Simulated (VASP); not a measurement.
# SiO2 in VASP: a series of runs, part 2 of 2

VASP 6.6.1. Earlier steps stand in the parts before.

## 4. Single point, PBE

INCAR reads:

```
SYSTEM = SiO2
  PREC = Accurate
  ENCUT = 520
  EDIFF = 1E-7
  ISMEAR = 0
  SIGMA = 0.02
  LREAL = .False.
  LASPH = .True.
  NELM = 60
  ALGO = Normal
  ISIF = 2
  LWAVE = .False.
  LCHARG = .True.
  GGA = PE
  LELF = .True.
  LVHAR = .True.
  NBANDS = 25
```

KPOINTS reads:

```
Automatic mesh
0
Gamma
  6 6 8
  0 0 0
```

POSCAR reads:

```
SiO2
1.0
    4.2359250091      0.0000000000      0.0000000000
    0.0000000000      4.2359250091      0.0000000000
    0.0000000000      0.0000000000      2.6905855888
Si O
2 4
Direct
    0.0000000000      0.0000000000      0.5000000000
    0.5000000000      0.5000000000      0.0000000000
    0.3069647403      0.3069647403      0.5000000000
    0.1930352597      0.8069647403      0.0000000000
    0.6930352597      0.6930352597      0.5000000000
    0.8069647403      0.1930352597      0.0000000000
```

Potentials or basis: VASP PAW PBE potentials, release 64 (Si, O).

Started as:

```bash
> cat potpaw_PBE.64/Si/POTCAR potpaw_PBE.64/O/POTCAR > POTCAR
> mpirun -np 1 vasp_std > vasp.out
```

OUTCAR:

```text
SYSTEM = SiO2
   PREC = Accurate
   ENCUT = 520
   EDIFF = 1E-7
   ISMEAR = 0
   LREAL = .False.
   LASPH = .True.
   NELM = 60
   ISIF = 2
   GGA = PE

 ion  position               nearest neighbor table
   1  0.000  0.000  0.500-   4 1.77   6 1.77   4 1.77   6 1.77   5 1.84   3 1.84
   2  0.500  0.500  0.000-   3 1.77   5 1.77   3 1.77   5 1.77   4 1.84   6 1.84
   3  0.307  0.307  0.500-   2 1.77   2 1.77   1 1.84
   4  0.193  0.807  0.000-   1 1.77   1 1.77   2 1.84
   5  0.693  0.693  0.500-   2 1.77   2 1.77   1 1.84
   6  0.807  0.193  0.000-   1 1.77   1 1.77   2 1.84

  LATTYP: Found a simple tetragonal cell.
 ALAT       =     4.2359250091
 C/A-ratio  =     0.6351825358

  Lattice vectors:

 A1 = (   4.2359250091,   0.0000000000,   0.0000000000)
 A2 = (   0.0000000000,   4.2359250091,   0.0000000000)
 A3 = (   0.0000000000,   0.0000000000,   2.6905855888)

Analysis of symmetry for initial positions (statically):
=====================================================================
 Subroutine PRICEL returns:
 Original cell was already a primitive cell.

 Routine SETGRP: Setting up the symmetry group for a
 simple tetragonal supercell.

 Subroutine GETGRP returns: Found 16 space group operations
 (whereof  8 operations were pure point group operations)
 out of a pool of 16 trial point group operations.

The static configuration has the point symmetry D_2h.
 The point group associated with its full space group is D_4h.

Analysis of symmetry for dynamics (positions and initial velocities):
=====================================================================
 Subroutine PRICEL returns:
 Original cell was already a primitive cell.

 Routine SETGRP: Setting up the symmetry group for a
 simple tetragonal supercell.

[... 132 lines left out ...]
     AMIX     =   0.40;   BMIX     =  1.00
     AMIX_MAG =   1.60;   BMIX_MAG =  1.00
  volume/ion in A,a.u.               =       8.05        54.30
  Fermi-wavevector in a.u.,A,eV,Ry     =   1.427393  2.697383 27.721220  2.037452
  Thomas-Fermi vector in A             =   2.547568
   LORBIT       =      0    0 simple, 1 ext, 2 COOP (PROOUT), +10 PAW based schemes
   GGA     = PE    functional components
   LHFCALC =     F    Hartree Fock is set to
   AEXX    =    0.0000 exact exchange contribution
   IVDW    =     0    specifies the selected vdW correction
   LEPSILON=     F    determine dielectric tensor
   LRPA    =     F    only Hartree local field effects (RPA)
 non-spin polarized calculation
 Gauss-broadening in eV      SIGMA  =   0.02
  energy-cutoff  :      520.00
  volume of cell :       48.28
 maximum number of plane-waves:      1336
 NGX is ok and might be reduce to    32
   NGX = 15   NGY = 15   NGZ = 11

 number of electron      31.9999992 magnetization

 Free energy of the ion-electron system (eV)
  ---------------------------------------------------
  ext. energy  EPLUGINS =         0.00000000
  ---------------------------------------------------
  free energy    TOTEN  =       -46.31686036 eV

  energy without entropy =      -46.31686036  energy(sigma->0) =      -46.31686036

 E-fermi :   7.9071     XC(G=0): -12.0801

 val. band max:        7.7323391493   @ k =   0.0000   0.0000   0.0000
 cond. band min:      12.7568089988   @ k =   0.0000   0.0000   0.0000
 fundamental gap:      5.0244698496
 Fermi energy:         7.9071230130

 k-point     1 :       0.0000    0.0000    0.0000
  band No.  band energies     occupation
      1     -14.4791      2.00000
      2     -11.0187      2.00000
      3     -11.0187      2.00000
      4     -10.8603      2.00000
      5      -2.8752      2.00000
      6       1.4992      2.00000
[... 661 lines left out ...]
     24      20.5015      0.00000
     25      21.2780      0.00000

 [... further k-points ...]

------------------------ aborting loop because EDIFF is reached ----------------------------------------

  FORCE on cell =-STRESS in cart. coord.  units (eV):
  Direction    XX          YY          ZZ          XY          YZ          ZX
  --------------------------------------------------------------------------------------
  -------------------------------------------------------------------------------------
  Total       -0.0212080     -0.0212080      0.1626094      0.0000000      0.0000000      0.0000000
  in kB       -0.7038293     -0.7038293      5.3965080      0.0000000      0.0000000      0.0000000
  external PRESSURE =       1.3296165 kB  Pullay stress =       0.0000000 kB

 VOLUME and BASIS-vectors are now :
 -----------------------------------------------------------------------------
  energy-cutoff  :      520.00
  volume of cell :       48.28
      direct lattice vectors                 reciprocal lattice vectors
     4.235925009  0.000000000  0.000000000     0.236075945  0.000000000  0.000000000
     0.000000000  4.235925009  0.000000000     0.000000000  0.236075945  0.000000000
     0.000000000  0.000000000  2.690585589     0.000000000  0.000000000  0.371666303

 POSITION                                       TOTAL-FORCE (eV/Angst)
 -----------------------------------------------------------------------------------
      0.00000      0.00000      1.34529         0.000000     -0.000000      0.000000
      2.11796      2.11796      0.00000         0.000000     -0.000000      0.000000
      1.30028      1.30028      1.34529        -0.011052     -0.011052      0.000000
      0.81768      3.41824      0.00000         0.011052     -0.011052      0.000000
      2.93565      2.93565      1.34529         0.011052      0.011052     -0.000000
      3.41824      0.81768      0.00000        -0.011052      0.011052     -0.000000
 -----------------------------------------------------------------------------------
    total drift:                                0.000000      0.000000      0.000000

  FREE ENERGIE OF THE ION-ELECTRON SYSTEM (eV)
  ---------------------------------------------------
  free  energy   TOTEN  =       -46.3168603638 eV

  energy  without entropy=      -46.3168603638  energy(sigma->0) =      -46.31686036
```

stdout:

```text
POSCAR found type information on POSCAR SiO
 POSCAR found :  2 types and       6 ions
 scaLAPACK will be used
 LDA part: xc-table for (Slater+PW92), standard interpolation
 POSCAR, INCAR and KPOINTS ok, starting setup
 FFT: planning ... GRIDC
 FFT: planning ... GRID_SOFT
 FFT: planning ... GRID
 WAVECAR not read
 entering main loop
```

Run time: 56 s. Hardware: 1 thread of Intel Xeon Platinum 8259CL at 2.50GHz (Skylake/Cascade Lake), shared host; peak memory 0.18 GiB.

Results:

```yaml
Free_energy: -46.3169 eV
Pressure: 0.1 GPa
Largest_force: 0.016 eV/Å
Band_gap_on_the_k_mesh: 5.02 eV
```

Forces on the atoms (eV/Å):
```
Si   0.000  0.000  0.000
Si   0.000  0.000  0.000
O   -0.011 -0.011  0.000
O    0.011 -0.011  0.000
O    0.011  0.011  0.000
O   -0.011  0.011  0.000
```

Stress tensor (GPa, compression positive):
```
-0.07  0.00  0.00
 0.00 -0.07  0.00
 0.00  0.00  0.54
```

Levels at points of the mesh, in eV from the valence-band top:
| k point | band 13 | band 14 | band 15 | band 16 | band 17 | band 18 | band 19 | band 20 |
| --- | --- | --- | --- | --- | --- | --- | --- | --- |
| (0.00, 0.00, 0.00) | -2.50 | -0.85 | -0.85 | 0.00 | 5.02 | 6.61 | 8.29 | 8.29 |
| (0.50, 0.00, 0.00) | -2.61 | -2.61 | -1.04 | -1.04 | 7.30 | 7.30 | 8.88 | 8.88 |
| (0.50, 0.50, 0.00) | -2.53 | -2.53 | -2.17 | -2.17 | 7.01 | 7.01 | 9.78 | 9.78 |
| (0.00, 0.00, 0.50) | -2.87 | -2.87 | -2.56 | -2.56 | 8.63 | 8.63 | 12.20 | 12.20 |
| (0.50, 0.00, 0.50) | -2.21 | -2.21 | -1.67 | -1.67 | 8.43 | 8.43 | 9.43 | 9.43 |
| (0.50, 0.50, 0.50) | -1.73 | -1.73 | -1.47 | -1.47 | 6.81 | 6.81 | 10.69 | 10.69 |
